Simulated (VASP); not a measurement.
# Ti2NbC3 (P-6m2) in VASP: further runs, part 2 of 2

VASP 6.6.1.

### 3 Relaxation of cell and atoms, PBE

This run uses another cell than the first one, of 13.24 Å³/atom, 1.059 times its volume.

INCAR reads:

```
SYSTEM = Ti2NbC3
PREC = Accurate ; ENCUT = 600
EDIFF = 1E-6 ; ISMEAR = 0
SIGMA = 0.1 ; LREAL = .FALSE.
LASPH = .TRUE. ; NELM = 60
ALGO = Normal ; ISIF = 3
LWAVE = .FALSE. ; LCHARG = .FALSE.
GGA = PE ; IBRION = 2
NSW = 90 ; EDIFFG = -0.04
```

KPOINTS reads:

```
Automatic mesh
0
G
  6 6 4
  0 0 0
```

POSCAR reads:

```
Ti2NbC3
1.0
    3.6613728500      0.0000000000      0.0000000000
   -1.8306864300      3.1708419000      0.0000000000
    0.0000000000      0.0000000000      6.8433690800
Ti Nb C
2 1 3
Direct
    0.6666666700      0.3333333300      0.2354539900
    0.6666666700      0.3333333300      0.7645460100
    0.0000000000      0.0000000000      0.0000000000
    0.0000000000      0.0000000000      0.5000000000
    0.3333333300      0.6666666700      0.0000000000
    0.3333333300      0.6666666700      0.5000000000
```

Potentials or basis: VASP PAW PBE potentials, release 64 (Ti_sv, Nb_sv, C).

Launch:

```
> cat potpaw_PBE.64/Ti_sv/POTCAR potpaw_PBE.64/Nb_sv/POTCAR potpaw_PBE.64/C/POTCAR > POTCAR
> mpirun -np 1 vasp_std > vasp.out
```

OUTCAR:

```text
SYSTEM = Ti2NbC3
   PREC = Accurate
   ENCUT = 600
   EDIFF = 1E-6
   ISMEAR = 0
   LREAL = .FALSE.
   LASPH = .TRUE.
   NELM = 60
   ISIF = 3
   GGA = PE
   IBRION = 2
   NSW = 90
   EDIFFG = -0.04

 ion  position               nearest neighbor table
   1  0.667  0.333  0.235-   3 2.66   3 2.66   3 2.66
   2  0.667  0.333  0.765-   3 2.66   3 2.66   3 2.66
   3  0.000  0.000  0.000-   5 2.11   5 2.11   5 2.11   1 2.66   2 2.66   2 2.66   1 2.66   2 2.66
                             1 2.66
   4  0.000  0.000  0.500-
   5  0.333  0.667  0.000-   3 2.11   3 2.11   3 2.11
   6  0.333  0.667  0.500-

  LATTYP: Found a hexagonal cell.
 ALAT       =     3.6613728500
 C/A-ratio  =     1.8690718920

  Lattice vectors:

 A1 = (   3.6613728500,   0.0000000000,   0.0000000000)
 A2 = (  -1.8306864300,   3.1708419000,   0.0000000000)
 A3 = (   0.0000000000,   0.0000000000,   6.8433690800)

Analysis of symmetry for initial positions (statically):
=====================================================================
 Subroutine PRICEL returns:
 Original cell was already a primitive cell.

 Routine SETGRP: Setting up the symmetry group for a
 hexagonal supercell.

 Subroutine GETGRP returns: Found 12 space group operations
 (whereof 12 operations were pure point group operations)
 out of a pool of 24 trial point group operations.

The static configuration has the point symmetry D_3h.

Analysis of symmetry for dynamics (positions and initial velocities):
=====================================================================
 Subroutine PRICEL returns:
 Original cell was already a primitive cell.

 Routine SETGRP: Setting up the symmetry group for a
 hexagonal supercell.

 Subroutine GETGRP returns: Found 12 space group operations
 (whereof 12 operations were pure point group operations)
 out of a pool of 24 trial point group operations.

The dynamic configuration has the point symmetry D_3h.

 Subroutine INISYM returns: Found 12 space group operations
 (whereof 12 operations are pure point group operations),
 and found     1 'primitive' translations

----------------------------------------------------------------------------------------

                                     Primitive cell

  volume of cell :      79.4490

  direct lattice vectors                    reciprocal lattice vectors
     3.661372850  0.000000000  0.000000000     0.273121597  0.157686828  0.000000000
    -1.830686430  3.170841900  0.000000000     0.000000000  0.315373655  0.000000000
     0.000000000  0.000000000  6.843369080     0.000000000  0.000000000  0.146126855

  length of vectors
     3.661372850  3.661372852  6.843369080     0.315373655  0.315373655  0.146126855

  position of ions in fractional coordinates (direct lattice)
     0.666666670  0.333333330  0.235453990
     0.666666670  0.333333330  0.764546010
     0.000000000  0.000000000  0.000000000
     0.000000000  0.000000000  0.500000000
     0.333333330  0.666666670  0.000000000
     0.333333330  0.666666670  0.500000000

  ion indices of the primitive-cell ions
   primitive index   ion index
                 1           1
                 2           2
                 3           3
                 4           4
                 5           5
                 6           6

[... 56 lines left out ...]
   NGXF,Y,Z  is equivalent  to a cutoff of  27.24, 27.24, 27.21 a.u.
 SYSTEM =  Ti2NbC3
   PREC   = accura    normal or accurate (medium, high low for compatibility)
   ISTART =      0    job   : 0-new  1-cont  2-samecut
   ICHARG =      2    charge: 1-file 2-atom 10-const
   ISPIN  =      1    spin polarized calculation?
   LNONCOLLINEAR =      F non collinear calculations
   LSORBIT =      F    spin-orbit coupling
   LASPH  =      T    aspherical Exc in radial PAW
   ENCUT  =  600.0 eV  44.10 Ry    6.64 a.u.   7.31  7.31 13.67*2*pi/ulx,y,z
   NELM   =     60;   NELMIN=  2; NELMDL= -5     # of ELM steps
   EDIFF  = 0.1E-05   stopping-criterion for ELM
   LREAL  =      F    real-space projection
   EDIFFG = -.4E-01   stopping-criterion for IOM
   NSW    =     90    number of steps for IOM
   IBRION =      2    ionic relax: 0-MD 1-quasi-New 2-CG
   NFREE  =      1    steps in history (QN), initial steepest desc. (CG)
   ISIF   =      3    stress and relaxation
   ISYM   =      2    0-nonsym 1-usesym 2-fastsym
   POTIM  = 0.5000    time-step for ionic-motion
   TEBEG  =    0.0;   TEEND  =   0.0 temperature during run
   PSTRESS=    0.0 pullay stress
   NELECT =      49.0000    total number of electrons
   NUPDOWN=      -1.0000    fix difference up-down
   EMIN   =  10.00;   EMAX   =-10.00  energy-range for DOS
   EFERMI =   0.00;   METHOD = LEGACY
   ISMEAR =     0;   SIGMA  =   0.10  broadening in eV -4-tet -1-fermi 0-gaus
   EFERMI_NEDOS =   21; number of points for ismear=-14 and -15
   IALGO  =     38    algorithm
   IMIX   =      4    mixing-type and parameters
     AMIX     =   0.40;   BMIX     =  1.00
     AMIX_MAG =   1.60;   BMIX_MAG =  1.00
  volume/ion in A,a.u.               =      13.24        89.36
  Fermi-wavevector in a.u.,A,eV,Ry     =   1.393512  2.633356 26.420820  1.941875
  Thomas-Fermi vector in A             =   2.517151
   LORBIT       =      0    0 simple, 1 ext, 2 COOP (PROOUT), +10 PAW based schemes
   GGA     = PE    functional components
   LHFCALC =     F    Hartree Fock is set to
   AEXX    =    0.0000 exact exchange contribution
   IVDW    =     0    specifies the selected vdW correction
   LEPSILON=     F    determine dielectric tensor
   LRPA    =     F    only Hartree local field effects (RPA)
 conjugate gradient relaxation of ions
 non-spin polarized calculation
 Gauss-broadening in eV      SIGMA  =   0.10
  energy-cutoff  :      600.00
  volume of cell :       79.45
 maximum number of plane-waves:      2685
 NGX is ok and might be reduce to    30
   NGX = 15   NGY = 15   NGZ = 27

--------------------------------------- Ionic step        1  -------------------------------------------

 number of electron      48.9999996 magnetization

 Free energy of the ion-electron system (eV)
  ---------------------------------------------------
  ext. energy  EPLUGINS =         0.00000000
  ---------------------------------------------------
  free energy    TOTEN  =       -45.52753874 eV

  energy without entropy =      -45.49601740  energy(sigma->0) =      -45.51177807

------------------------ aborting loop because EDIFF is reached ----------------------------------------

  FORCE on cell =-STRESS in cart. coord.  units (eV):
  Direction    XX          YY          ZZ          XY          YZ          ZX
  --------------------------------------------------------------------------------------
  -------------------------------------------------------------------------------------
  Total       -6.6527852     -6.6527852     -4.3714164      0.0000000      0.0000000      0.0000000
  in kB     -134.1607794   -134.1607793    -88.1544515      0.0000002      0.0000000      0.0000000
  external PRESSURE =    -118.8253368 kB  Pullay stress =       0.0000000 kB
[... 101 lines left out ...]
  FREE ENERGIE OF THE ION-ELECTRON SYSTEM (eV)
  ---------------------------------------------------
  free  energy   TOTEN  =       -47.4428363364 eV

  energy  without entropy=      -47.4201029405  energy(sigma->0) =      -47.43146964

 E-fermi :  10.2419     XC(G=0): -12.5272

 val. band max:       10.2373923468   @ k =   0.0000   0.0000   0.2500
 cond. band min:      10.2591964568   @ k =   0.3333   0.3333   0.5000
 fundamental gap:      0.0218041101
 Fermi energy:        10.2419244964

 k-point     1 :       0.0000    0.0000    0.0000
  band No.  band energies     occupation
      1     -46.7126      2.00000
      2     -46.5877      2.00000
      3     -43.8905      2.00000
      4     -23.3832      2.00000
      5     -22.9268      2.00000
      6     -22.9268      2.00000
[... 661 lines left out ...]
     28      11.5499      0.00000
     29      12.5719      0.00000

[... ionic steps 4 to 16 ...]

--------------------------------------- Ionic step       17  -------------------------------------------

 number of electron      48.9999996 magnetization

------------------------ aborting loop because EDIFF is reached ----------------------------------------
[... 75 lines left out ...]
--------------------------------------- Ionic step       19  -------------------------------------------

 number of electron      48.9999993 magnetization

 Free energy of the ion-electron system (eV)
  ---------------------------------------------------
  ext. energy  EPLUGINS =         0.00000000
  ---------------------------------------------------
  free energy    TOTEN  =       -50.00527138 eV

  energy without entropy =      -49.97390209  energy(sigma->0) =      -49.98958673

 E-fermi :   8.7265     XC(G=0): -11.7873

 val. band max:        8.7252478265   @ k =   0.3333   0.1667   0.0000
 cond. band min:       8.7641406726   @ k =   0.3333   0.1667   0.2500
 fundamental gap:      0.0388928461
 Fermi energy:         8.7264969182

 k-point     1 :       0.0000    0.0000    0.0000
  band No.  band energies     occupation
      1     -48.3943      2.00000
      2     -48.3001      2.00000
      3     -45.7833      2.00000
      4     -24.9295      2.00000
      5     -24.6105      2.00000
      6     -24.6105      2.00000
[... 694 lines left out ...]
  FREE ENERGIE OF THE ION-ELECTRON SYSTEM (eV)
  ---------------------------------------------------
  free  energy   TOTEN  =       -50.0052713822 eV

  energy  without entropy=      -49.9739020853  energy(sigma->0) =      -49.98958673

 reached required accuracy - stopping structural energy minimisation
```

Wall time 25 min (1 thread of Intel Xeon Platinum 8124M at 3.00GHz (Skylake/Cascade Lake), shared host); peak memory 0.26 GiB.

Results:

```yaml
Free_energy: -50.0053 eV
Relaxed_volume: 12.48 Å³/atom
Relaxed_cell: a = 3.357 Å, b = 3.357 Å, c = 7.674 Å, α = 90.00°, β = 90.00°, γ = 120.00°
Space_group_after_relaxing_to_0.05_Å: P-6m2 (No. 187)
Energy_gained_by_relaxing: 746.3 meV/atom
Ionic_steps: 19
Pressure_after_relaxing: 0.1 GPa
Largest_force_after_relaxing: 0.020 eV/Å
```

Forces in eV/Å, atoms in the order of the input:
```
Ti   0.000  0.000 -0.020
Ti   0.000  0.000  0.020
Nb   0.000  0.000  0.000
C    0.000  0.000  0.000
C    0.000  0.000  0.000
C    0.000  0.000  0.000
```

Stress tensor (GPa, compression positive):
```
0.05 0.00 0.00
0.00 0.05 0.00
0.00 0.00 0.24
```

The path:
```csv
step,energy change (eV),largest force (eV/Å),pressure (GPa),volume (Å³)
1,0.0000,3.5342,-11.88,79.45
2,-1.6722,4.3468,4.17,68.67
3,-1.9153,3.8525,41.06,58.72
4,-2.0810,4.5192,22.28,62.67
5,-2.8710,3.0915,23.53,62.23
6,-3.2039,0.1887,27.94,61.77
7,-3.7425,0.1398,12.06,65.94
8,-3.8741,0.2565,-7.71,73.89
9,-3.9324,0.1667,-2.15,71.17
10,-3.9331,0.1604,-1.53,70.88
11,-4.0315,0.2571,-1.35,71.19
12,-4.2871,0.8176,-0.45,72.00
13,-4.2606,1.2692,3.22,73.17
14,-4.3799,1.0911,0.91,72.61
15,-4.4452,0.6089,1.34,73.44
16,-4.4647,0.1698,1.93,74.12
17,-4.4753,0.1214,-1.29,75.43
18,-4.4767,0.1329,-0.50,75.09
19,-4.4777,0.0197,0.11,74.89
```

Final structure:
```cif
data_structure
_symmetry_space_group_name_H-M 'P 1'
_symmetry_Int_Tables_number 1
_cell_length_a 3.3568
_cell_length_b 3.3568
_cell_length_c 7.6742
_cell_angle_alpha 90.000
_cell_angle_beta 90.000
_cell_angle_gamma 120.000
_cell_volume 74.89
loop_
_atom_site_label
_atom_site_type_symbol
_atom_site_fract_x
_atom_site_fract_y
_atom_site_fract_z
_atom_site_occupancy
Ti1 Ti 0.66667 0.33333 0.33434 1
Ti2 Ti 0.66667 0.33333 0.66566 1
Nb1 Nb 0.00000 0.00000 0.00000 1
C1 C 0.00000 0.00000 0.50000 1
C2 C 0.33333 0.66667 0.00000 1
C3 C 0.33333 0.66667 0.50000 1
```

Levels at points of the mesh, in eV from the Fermi level:
```
           k point  band 21  band 22  band 23  band 24  band 25  band 26  band 27  band 28  band 29
(0.00, 0.00, 0.00)    -2.73    -2.24    -1.52    -1.52    -0.81     0.35     0.35     1.60     1.60
(0.50, 0.00, 0.00)    -2.37    -1.42    -1.30     0.38     0.42     0.59     1.27     1.58     2.14
(0.00, 0.00, 0.50)    -3.01    -1.57    -1.57    -1.12    -1.03     0.57     0.57     1.55     1.55
(0.50, 0.00, 0.50)    -2.46    -1.42    -0.75    -0.11     0.47     0.96     1.19     1.27     1.73
```

### 4 Relaxation of cell and atoms, PBE

INCAR reads:

```
SYSTEM = Ti2NbC3
ALGO = Normal
EDIFF = 1E-7
EDIFFG = -0.01
ENCUT = 600
GGA = PE
IBRION = 2
ISIF = 3
ISMEAR = 0
LASPH = .TRUE.
LCHARG = .FALSE.
LREAL = .FALSE.
LWAVE = .FALSE.
NELM = 100
NSW = 100
PREC = Accurate
SIGMA = 0.1
```

KPOINTS reads:

```
k-points
0
G
  12 12 6
  0 0 0
```

POSCAR reads:

```
Ti2NbC3
1.0
    3.3580753935      0.0000000000      0.0000000000
   -1.6790376968      2.9081785986      0.0000000000
    0.0000000000      0.0000000000      7.6849515811
Ti Nb C
2 1 3
Direct
    0.6666666667      0.3333333333      0.3347425531
    0.6666666667      0.3333333333      0.6652574469
    0.0000000000      0.0000000000      0.0000000000
    0.0000000000      0.0000000000      0.5000000000
    0.3333333333      0.6666666667      0.0000000000
    0.3333333333      0.6666666667      0.5000000000
```

Launch:

```
> cat potpaw_PBE.64/Ti_sv/POTCAR potpaw_PBE.64/Nb_sv/POTCAR potpaw_PBE.64/C/POTCAR > POTCAR
> mpirun -np 1 vasp_std > vasp.out
```

Run time: 27 min. Hardware: 1 thread of Intel Xeon Platinum 8124M at 3.00GHz (Skylake/Cascade Lake), shared host; peak memory 0.36 GiB.

Results (log left out):

```
Free energy                            : -50.0251 eV
Relaxed volume                         : 12.49 Å³/atom
Relaxed cell                           : a = 3.350 Å, b = 3.350 Å, c = 7.708 Å, α = 90.00°, β = 90.00°, γ = 120.00°
Space group after relaxing (to 0.05 Å) : P-6m2 (No. 187)
Energy gained by relaxing              : 0.3 meV/atom
Ionic steps                            : 7
Pressure after relaxing                : 0.0 GPa
```

The path:
| step | energy change (eV) | largest force (eV/Å) | pressure (GPa) | volume (Å³) |
| --- | --- | --- | --- | --- |
| 1 | 0.0000 | 0.0047 | -0.64 | 75.05 |
| 2 | -0.0004 | 0.0285 | 0.90 | 74.51 |
| 3 | -0.0014 | 0.0132 | 0.19 | 74.75 |
| 4 | -0.0015 | 0.0303 | -0.01 | 74.87 |
| 5 | -0.0015 | 0.0237 | 0.02 | 74.85 |
| 6 | -0.0015 | 0.0137 | 0.01 | 74.88 |
| 7 | -0.0016 | 0.0008 | 0.00 | 74.92 |

Final structure:
```
Ti Nb C
1.0
     3.35012    0.00000    0.00000
    -1.67506    2.90129    0.00000
     0.00000    0.00000    7.70814
Ti Nb C
2 1 3
Cartesian
  1.6751 0.9671 2.5821
  1.6751 0.9671 5.1260
  0.0000 0.0000 0.0000
  -1.6751 2.9013 3.8541
  0.0000 1.9342 0.0000
  0.0000 1.9342 3.8541
```

Levels at points of the mesh, in eV from the Fermi level:
```tsv
k point	band 21	band 22	band 23	band 24	band 25	band 26	band 27	band 28	band 29
(0.00, 0.00, 0.00)	-2.75	-2.27	-1.55	-1.55	-0.83	0.35	0.35	1.62	1.62
(0.50, 0.00, 0.00)	-2.41	-1.40	-1.30	0.41	0.42	0.59	1.26	1.58	2.15
(0.00, 0.00, 0.50)	-3.04	-1.59	-1.59	-1.17	-1.05	0.56	0.56	1.58	1.58
(0.50, 0.00, 0.50)	-2.49	-1.40	-0.77	-0.12	0.50	0.97	1.19	1.27	1.74
```

### 5 Summary

```csv
task,cell,k mesh,cutoff (eV),gap on the mesh (eV),pressure (GPa),relaxed volume (Å³/atom),largest force (eV/Å)
single point,"a = 3.351, b = 3.351, c = 7.714 Å, angles 90.0, 90.0, 120.0°, 6 atoms",12 × 12 × 6,520,none,0.1,-,0.05
relaxation of cell and atoms,"relaxed from a = 3.661, b = 3.661, c = 6.843 Å, angles 90.0, 90.0, 120.0°, 6 atoms",6 × 6 × 4,600,none,0.1,12.48,0.02
relaxation of cell and atoms,"relaxed from a = 3.358, b = 3.358, c = 7.685 Å, angles 90.0, 90.0, 120.0°, 6 atoms",12 × 12 × 6,600,none,0.0,12.49,-
```

Alike in all rows: level PBE; potentials or basis VASP PAW PBE potentials, release 64 (Ti_sv, Nb_sv, C); no spin polarisation; smearing gaussian 0.1 eV.

Absolute energies hang on the potentials; compare differences alone.
